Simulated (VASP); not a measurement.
# ZnS (F-43m) in VASP: settings compared, part 2 of 2

VASP 6.6.1.

### Step 4. Single point, PBEsol-based global hybrid with 25 % exact exchange

This run uses another cell than the first one, of 20.91 Å³/atom.

POSCAR reads:

```
ZnS
1.0
    0.0000000000      2.7549938462      2.7549938462
    2.7549938462      0.0000000000      2.7549938462
    2.7549938462      2.7549938462      0.0000000000
Zn S
1 1
Direct
    0.7500000000      0.7500000000      0.7500000000
    0.0000000000      0.0000000000      0.0000000000
```

INCAR.step1 reads:

```
  ALGO = Normal
  EDIFF = 1E-5
  ENCUT = 520
  GGA = PE
  ISIF = 2
  ISMEAR = -1
  LASPH = T
  LREAL = F
  LWAVE = T
  NBANDS = 16
  NELM = 80
  PREC = Accurate
  SIGMA = 0.05
```

INCAR.step2 reads:

```
  AEXX = 0.25
  ALGO = Normal
  EDIFF = 1E-6
  ENCUT = 520
  GGA = PS
  ISIF = 2
  ISMEAR = -1
  ISTART = 1
  LASPH = T
  LCHARG = T
  LELF = T
  LHFCALC = T
  LREAL = F
  LVHAR = T
  LWAVE = F
  NBANDS = 16
  NELM = 80
  PREC = Accurate
  PRECFOCK = Normal
  SIGMA = 0.05
```

KPOINTS reads:

```
k-points
0
Gamma
  5 5 5
```

Potentials or basis: VASP PAW PBE potentials, release 64 (Zn, S).

Launch:

```bash
$ cat potpaw_PBE.64/Zn/POTCAR potpaw_PBE.64/S/POTCAR > POTCAR
$ cp INCAR.step1 INCAR
$ mpirun -np 1 vasp_std > vasp.out
$ cp INCAR.step2 INCAR
$ mpirun -np 1 vasp_std > vasp.out
```

OUTCAR:

```text
AEXX = 0.25
   EDIFF = 1E-6
   ENCUT = 520
   GGA = PS
   ISIF = 2
   ISMEAR = -1
   ISTART = 1
   LASPH = T
   LHFCALC = T
   LREAL = F
   NELM = 80
   PREC = Accurate
   PRECFOCK = Normal

 ion  position               nearest neighbor table
   1  0.750  0.750  0.750-   2 2.39   2 2.39   2 2.39   2 2.39
   2  0.000  0.000  0.000-   1 2.39   1 2.39   1 2.39   1 2.39

  LATTYP: Found a face centered cubic cell.
 ALAT       =     5.5099876924

[... 368 lines left out ...]
     16      17.9894      0.00000

------------------------ aborting loop because EDIFF is reached ----------------------------------------

  FORCE on cell =-STRESS in cart. coord.  units (eV):
  Direction    XX          YY          ZZ          XY          YZ          ZX
  --------------------------------------------------------------------------------------
  -------------------------------------------------------------------------------------
  Total       -1.4942662     -1.4942662     -1.4942662      0.0000000      0.0000000      0.0000000
  in kB      -57.2461993    -57.2461993    -57.2461993      0.0000000      0.0000000      0.0000000
  external PRESSURE =     -57.2461993 kB  Pullay stress =       0.0000000 kB

 VOLUME and BASIS-vectors are now :
 -----------------------------------------------------------------------------
  energy-cutoff  :      520.00
  volume of cell :       41.82
      direct lattice vectors                 reciprocal lattice vectors
     0.000000000  2.754993846  2.754993846    -0.181488609  0.181488609  0.181488609
     2.754993846  0.000000000  2.754993846     0.181488609 -0.181488609  0.181488609
     2.754993846  2.754993846  0.000000000     0.181488609  0.181488609 -0.181488609

 POSITION                                       TOTAL-FORCE (eV/Angst)
 -----------------------------------------------------------------------------------
      4.13249      4.13249      4.13249        -0.000000     -0.000000     -0.000000
      0.00000      0.00000      0.00000         0.000000      0.000000      0.000000
 -----------------------------------------------------------------------------------
    total drift:                                0.000125      0.000089      0.000067

  FREE ENERGIE OF THE ION-ELECTRON SYSTEM (eV)
  ---------------------------------------------------
  free  energy   TOTEN  =        -9.3982848613 eV

  energy  without entropy=       -9.3982848612  energy(sigma->0) =       -9.39828486
```

It took 26 min on 1 thread of Intel Xeon 8259CL, shared host; peak memory 0.18 GiB.

Results:

```yaml
Free_energy: -9.3983 eV
Pressure: -5.7 GPa
Band_gap_on_the_k_mesh: 3.62 eV
```

Levels at points of the mesh, in eV from the valence-band top:
```tsv
k point	band 5	band 6	band 7	band 8	band 9	band 10	band 11	band 12	band 13	band 14
(0.00, 0.00, 0.00)	-7.37	-7.37	0.00	0.00	0.00	3.62	8.36	8.36	8.36	13.56
```

Caveat: the cell stands under tension; the PAW data sets were made with another functional, which shifts forces and pressure a little.

### Step 5. Single point, PBE-based global hybrid with 35 % exact exchange

This run uses another cell than the first one, of 19.73 Å³/atom.

POSCAR reads:

```
ZnS
1.0
    0.0000000000      2.7020000000      2.7020000000
    2.7020000000      0.0000000000      2.7020000000
    2.7020000000      2.7020000000      0.0000000000
Zn S
1 1
Direct
    0.7500000000      0.7500000000      0.7500000000
    0.0000000000      0.0000000000      0.0000000000
```

INCAR.step1 reads:

```
  PREC = Accurate
  ENCUT = 520
  EDIFF = 1E-5
  ISMEAR = -1
  SIGMA = 0.05
  LREAL = False
  LASPH = True
  NELM = 80
  ALGO = Normal
  ISIF = 2
  LWAVE = True
  LCHARG = False
  GGA = PE
  NBANDS = 16
```

INCAR.step2 reads:

```
  PREC = Accurate
  ENCUT = 520
  EDIFF = 1E-6
  ISMEAR = -1
  SIGMA = 0.05
  LREAL = False
  LASPH = True
  NELM = 80
  ALGO = Normal
  ISIF = 2
  LWAVE = False
  LCHARG = False
  GGA = PE
  LHFCALC = True
  AEXX = 0.35
  PRECFOCK = Normal
  ISTART = 1
  NBANDS = 16
```

KPOINTS reads:

```
regular mesh
0
Gamma
  5 5 5
```

Launch:

```bash
$ cat potpaw_PBE.64/Zn/POTCAR potpaw_PBE.64/S/POTCAR > POTCAR
$ cp INCAR.step1 INCAR
$ mpirun -np 1 vasp_std > vasp.out
$ cp INCAR.step2 INCAR
$ mpirun -np 1 vasp_std > vasp.out
```

It took 26 min on 1 thread of AMD EPYC 7R43 (Zen 3), shared host; peak memory 0.13 GiB.

The run converged. Its results:

- Free energy: -9.8303 eV
- Pressure: 0.3 GPa
- Band gap on the k mesh: 4.82 eV

Levels at points of the mesh, in eV from the valence-band top:
```tsv
k point	band 7	band 8	band 9	band 10	band 11	band 12
(0.00, 0.00, 0.00)	0.00	0.00	0.00	4.82	9.26	9.26
```

Caveat: the PAW data sets were made with another functional, which shifts forces and pressure a little.

### Step 6. Single point, PBE-based global hybrid with 50 % exact exchange

This run uses another cell than the first one, of 19.73 Å³/atom.

POSCAR is that of step 5.

INCAR.step1 reads:

```
SYSTEM = ZnS
PREC     = Accurate       ! precision mode
ENCUT    = 520            ! plane-wave cutoff, eV
EDIFF    = 1E-5           ! SCF threshold, eV
ISMEAR   = -1             ! smearing method
SIGMA    = 0.05           ! smearing width, eV
LREAL    = .False.        ! projectors in reciprocal space
LASPH    = .True.         ! aspherical terms in the spheres
NELM     = 80             ! most SCF steps
ALGO     = Normal         ! electronic algorithm
ISIF     = 2              ! what is computed and relaxed
LWAVE    = .True.         ! write WAVECAR
LCHARG   = .False.        ! write CHGCAR
GGA      = PE             ! functional
NBANDS   = 16             ! bands
```

INCAR.step2 reads:

```
SYSTEM = ZnS
PREC     = Accurate       ! precision mode
ENCUT    = 520            ! plane-wave cutoff, eV
EDIFF    = 1E-6           ! SCF threshold, eV
ISMEAR   = -1             ! smearing method
SIGMA    = 0.05           ! smearing width, eV
LREAL    = .False.        ! projectors in reciprocal space
LASPH    = .True.         ! aspherical terms in the spheres
NELM     = 80             ! most SCF steps
ALGO     = Normal         ! electronic algorithm
ISIF     = 2              ! what is computed and relaxed
LWAVE    = .False.        ! write WAVECAR
LCHARG   = .False.        ! write CHGCAR
GGA      = PE             ! functional
LHFCALC  = .True.         ! exact exchange
AEXX     = 0.5            ! exact-exchange fraction
PRECFOCK = Normal       
ISTART   = 1            
NBANDS   = 16             ! bands
```

KPOINTS reads:

```
Automatic mesh
0
Gamma
  5 5 5
  0 0 0
```

Potentials or basis: VASP PAW PBE potentials, release 64 (Zn, S).

Launch:

```bash
$ cat potpaw_PBE.64/Zn/POTCAR potpaw_PBE.64/S/POTCAR > POTCAR
$ cp INCAR.step1 INCAR
$ mpirun -np 1 vasp_std > vasp.out
$ cp INCAR.step2 INCAR
$ mpirun -np 1 vasp_std > vasp.out
```

OUTCAR:

```text
SYSTEM = ZnS
   PREC = Accurate
   ENCUT = 520
   EDIFF = 1E-6
   ISMEAR = -1
   LREAL = .False.
   LASPH = .True.
   NELM = 80
   ISIF = 2
   GGA = PE
   LHFCALC = .True.
   AEXX = 0.5
   PRECFOCK = Normal
   ISTART = 1

 ion  position               nearest neighbor table
   1  0.750  0.750  0.750-   2 2.34   2 2.34   2 2.34   2 2.34
   2  0.000  0.000  0.000-   1 2.34   1 2.34   1 2.34   1 2.34

  LATTYP: Found a face centered cubic cell.
 ALAT       =     5.4040000000

  Lattice vectors:

 A1 = (   0.0000000000,   2.7020000000,   2.7020000000)
 A2 = (   2.7020000000,   0.0000000000,   2.7020000000)
 A3 = (   2.7020000000,   2.7020000000,   0.0000000000)

Analysis of symmetry for initial positions (statically):
=====================================================================
 Subroutine PRICEL returns:
 Original cell was already a primitive cell.

 Routine SETGRP: Setting up the symmetry group for a
 face centered cubic supercell.

 Subroutine GETGRP returns: Found 24 space group operations
 (whereof 24 operations were pure point group operations)
 out of a pool of 48 trial point group operations.

The static configuration has the point symmetry T_d .

Analysis of symmetry for dynamics (positions and initial velocities):
=====================================================================
 Subroutine PRICEL returns:
 Original cell was already a primitive cell.

 Routine SETGRP: Setting up the symmetry group for a
 face centered cubic supercell.

 Subroutine GETGRP returns: Found 24 space group operations
 (whereof 24 operations were pure point group operations)
 out of a pool of 48 trial point group operations.

The dynamic configuration has the point symmetry T_d .

 Subroutine INISYM returns: Found 24 space group operations
 (whereof 24 operations are pure point group operations),
 and found     1 'primitive' translations

----------------------------------------------------------------------------------------

                                     Primitive cell

  volume of cell :      39.4535

  direct lattice vectors                    reciprocal lattice vectors
     0.000000000  2.702000000  2.702000000    -0.185048113  0.185048113  0.185048113
     2.702000000  0.000000000  2.702000000     0.185048113 -0.185048113  0.185048113
     2.702000000  2.702000000  0.000000000     0.185048113  0.185048113 -0.185048113

  length of vectors
     3.821205046  3.821205046  3.821205046     0.320512733  0.320512733  0.320512733

  position of ions in fractional coordinates (direct lattice)
     0.750000000  0.750000000  0.750000000
     0.000000000  0.000000000  0.000000000

  ion indices of the primitive-cell ions
   primitive index   ion index
                 1           1
                 2           2

----------------------------------------------------------------------------------------

[... 25 lines left out ...]
            Coordinates               Weight
  0.000000  0.000000  0.000000      1.000000
  0.200000  0.000000  0.000000      8.000000
  0.400000  0.000000  0.000000      8.000000
  0.200000  0.200000  0.000000      6.000000
  0.400000  0.200000  0.000000     24.000000
 -0.400000  0.200000  0.000000     24.000000
 -0.200000  0.200000  0.000000     12.000000
  0.400000  0.400000  0.000000      6.000000
 -0.400000  0.400000  0.000000     12.000000
 -0.400000  0.400000  0.200000     24.000000
   k-points           NKPTS =     10   k-points in BZ     NKDIM =    125   number of bands    NBANDS=     16
   number of dos      NEDOS =    301   number of ions     NIONS =      2
   total plane-waves  NPLWV =  21952
   dimension x,y,z NGX =    28 NGY =   28 NGZ =   28
   dimension x,y,z NGXF=    56 NGYF=   56 NGZF=   56
   ions per type =               1   1
   NGX,Y,Z   is equivalent  to a cutoff of  12.18, 12.18, 12.18 a.u.
   NGXF,Y,Z  is equivalent  to a cutoff of  24.36, 24.36, 24.36 a.u.
 SYSTEM =  ZnS
   PREC   = accura    normal or accurate (medium, high low for compatibility)
   ISTART =      1    job   : 0-new  1-cont  2-samecut
   ICHARG =      0    charge: 1-file 2-atom 10-const
   ISPIN  =      1    spin polarized calculation?
   LNONCOLLINEAR =      F non collinear calculations
   LSORBIT =      F    spin-orbit coupling
   LASPH  =      T    aspherical Exc in radial PAW
   ENCUT  =  520.0 eV  38.22 Ry    6.18 a.u.   7.10  7.10  7.10*2*pi/ulx,y,z
   NELM   =     80;   NELMIN=  2; NELMDL=  0     # of ELM steps
   EDIFF  = 0.1E-05   stopping-criterion for ELM
   LREAL  =      F    real-space projection
   EDIFFG = 0.1E-04   stopping-criterion for IOM
   NSW    =      0    number of steps for IOM
   IBRION =     -1    ionic relax: 0-MD 1-quasi-New 2-CG
   NFREE  =      0    steps in history (QN), initial steepest desc. (CG)
   ISIF   =      2    stress and relaxation
   ISYM   =      3    0-nonsym 1-usesym 2-fastsym
   POTIM  = 0.5000    time-step for ionic-motion
   TEBEG  =    0.0;   TEEND  =   0.0 temperature during run
   PSTRESS=    0.0 pullay stress
   NELECT =      18.0000    total number of electrons
   NUPDOWN=      -1.0000    fix difference up-down
   EMIN   =  10.00;   EMAX   =-10.00  energy-range for DOS
   EFERMI =   0.00;   METHOD = LEGACY
   ISMEAR =    -1;   SIGMA  =   0.05  broadening in eV -4-tet -1-fermi 0-gaus
   EFERMI_NEDOS =   21; number of points for ismear=-14 and -15
   IALGO  =     38    algorithm
   IMIX   =      1    mixing-type and parameters
     AMIX     =   0.40;   BMIX     =  1.00
     AMIX_MAG =   1.60;   BMIX_MAG =  1.00
  volume/ion in A,a.u.               =      19.73       133.12
  Fermi-wavevector in a.u.,A,eV,Ry     =   1.260290  2.381602 21.610537  1.588330
  Thomas-Fermi vector in A             =   2.393807
   LORBIT       =      0    0 simple, 1 ext, 2 COOP (PROOUT), +10 PAW based schemes
   GGA     = PE    functional components
   LHFCALC =     T    Hartree Fock is set to
   PRECFOCK=normal    Normal, Fast or Accurate (Low or Medium for compatibility)
   ENCUT4O =  -1.0   cutoff for four orbital integrals eV
   NKREDX  =     1    reduce k-point grid by
   NKREDY  =     1    reduce k-point grid by
   NKREDZ  =     1    reduce k-point grid by
   AEXX    =    0.5000 exact exchange contribution
   HFSCREEN=    0.0000 screening length (either q_TF or 0.3 A-1)
   HFSCREENC=   0.0000 screening length for correlation (either q_TF or 0.3 A-1)
   ENCUTFOCK=  -1.0 apply spherical cutoff to Coloumb kernel
   IVDW    =     0    specifies the selected vdW correction
   LEPSILON=     F    determine dielectric tensor
   LRPA    =     F    only Hartree local field effects (RPA)
 non-spin polarized calculation
  energy-cutoff  :      520.00
  volume of cell :       39.45
 maximum number of plane-waves:      1073
  NGX = 24; NGY = 24; NGZ = 24

 number of electron      18.0000000 magnetization

 Free energy of the ion-electron system (eV)
  ---------------------------------------------------
  ext. energy  EPLUGINS =         0.00000000
  ---------------------------------------------------
  free energy    TOTEN  =       -11.21053220 eV

  energy without entropy =      -11.21053220  energy(sigma->0) =      -11.21053220

 E-fermi :   0.8627     XC(G=0):  -5.5661

 val. band max:       -0.1506867757   @ k =   0.0000   0.0000   0.0000
 cond. band min:       5.8785899996   @ k =   0.0000   0.0000   0.0000
 fundamental gap:      6.0292767753
 Fermi energy:         0.8626842489

 k-point     1 :       0.0000    0.0000    0.0000
  band No.  band energies     occupation
      1     -15.7263      2.00000
      2      -9.6530      2.00000
      3      -9.6530      2.00000
      4      -9.6530      2.00000
      5      -9.2410      2.00000
      6      -9.2410      2.00000
[... 167 lines left out ...]
      3      -9.4662      2.00000
      4      -9.3133      2.00000
      5      -9.2267      2.00000
      6      -8.8589      2.00000
[... 8 lines left out ...]
     15      17.8521      0.00000
     16      20.4653      0.00000

------------------------ aborting loop because EDIFF is reached ----------------------------------------

  FORCE on cell =-STRESS in cart. coord.  units (eV):
  Direction    XX          YY          ZZ          XY          YZ          ZX
  --------------------------------------------------------------------------------------
  -------------------------------------------------------------------------------------
  Total       -0.0720260     -0.0720260     -0.0720260      0.0000000      0.0000000     -0.0000000
  in kB       -2.9249170     -2.9249170     -2.9249170      0.0000000      0.0000000     -0.0000000
  external PRESSURE =      -2.9249170 kB  Pullay stress =       0.0000000 kB

 VOLUME and BASIS-vectors are now :
 -----------------------------------------------------------------------------
  energy-cutoff  :      520.00
  volume of cell :       39.45
      direct lattice vectors                 reciprocal lattice vectors
     0.000000000  2.702000000  2.702000000    -0.185048113  0.185048113  0.185048113
     2.702000000  0.000000000  2.702000000     0.185048113 -0.185048113  0.185048113
     2.702000000  2.702000000  0.000000000     0.185048113  0.185048113 -0.185048113

 POSITION                                       TOTAL-FORCE (eV/Angst)
 -----------------------------------------------------------------------------------
      4.05300      4.05300      4.05300        -0.000000     -0.000000      0.000000
      0.00000      0.00000      0.00000         0.000000      0.000000     -0.000000
 -----------------------------------------------------------------------------------
    total drift:                                0.000211      0.000129      0.000108

  FREE ENERGIE OF THE ION-ELECTRON SYSTEM (eV)
  ---------------------------------------------------
  free  energy   TOTEN  =       -11.2105322022 eV

  energy  without entropy=      -11.2105322021  energy(sigma->0) =      -11.21053220
```

It took 26 min on 1 thread of AMD EPYC 7R43 (Zen 3), shared host; peak memory 0.13 GiB.

What came out:

```yaml
Free_energy: -11.2105 eV
Pressure: -0.3 GPa
Band_gap_on_the_k_mesh: 6.03 eV
```

Caveat: the PAW data sets were made with another functional, which shifts forces and pressure a little.

### Step 7. The runs side by side

```csv
level,cell,share of exact exchange,gap on the mesh (eV),pressure (GPa)
PBEsol-based global hybrid with 25 % exact exchange,"a = 3.847 Å, angles 60.0°, 2 atoms",0.25,3.80,-3.3
PBEsol-based global hybrid with 25 % exact exchange,"a = 3.871 Å, angles 60.0°, 2 atoms",0.25,3.71,-4.5
PBEsol-based global hybrid with 25 % exact exchange,"a = 3.896 Å, angles 60.0°, 2 atoms",0.25,3.62,-5.7
PBE-based global hybrid with 35 % exact exchange,"a = 3.821 Å, angles 60.0°, 2 atoms",0.35,4.82,0.3
PBE-based global hybrid with 50 % exact exchange,"a = 3.821 Å, angles 60.0°, 2 atoms",0.5,6.03,-0.3
```

Alike in all rows: task single point; potentials or basis VASP PAW PBE potentials, release 64 (Zn, S); no spin polarisation; k mesh 5 × 5 × 5; cutoff (eV) 520; smearing fermi-dirac 0.05 eV.

Caveats: the PAW data sets were made with another functional, which shifts forces and pressure a little; the cell stands under tension (at least some runs).

Absolute energies hang on the potentials; compare differences alone.

### Step 8. Against experiment

Step 5. Against the measured gap of ZnS, 3.85 eV (direct; 19 K; quoted in “Electronic, vibrational, and thermodynamic properties of ZnS (zincblende and rocksalt structure)”, 2009, arxiv:0911.5022), the calculated 4.82 eV is off by +0.97 eV. The value is that of PBE-based global hybrid with 35 % exact exchange, without temperature or zero-point motion.

Step 6. Measured gap of ZnS: 3.85 eV (direct; 19 K; quoted in “Electronic, vibrational, and thermodynamic properties of ZnS (zincblende and rocksalt structure)”, 2009, arxiv:0911.5022). This calculation gives 6.03 eV (+2.18 eV). So large a miss can be the level of theory's own, or it may mean another phase, state or a wrong row. The value is that of PBE-based global hybrid with 50 % exact exchange, without temperature or zero-point motion.
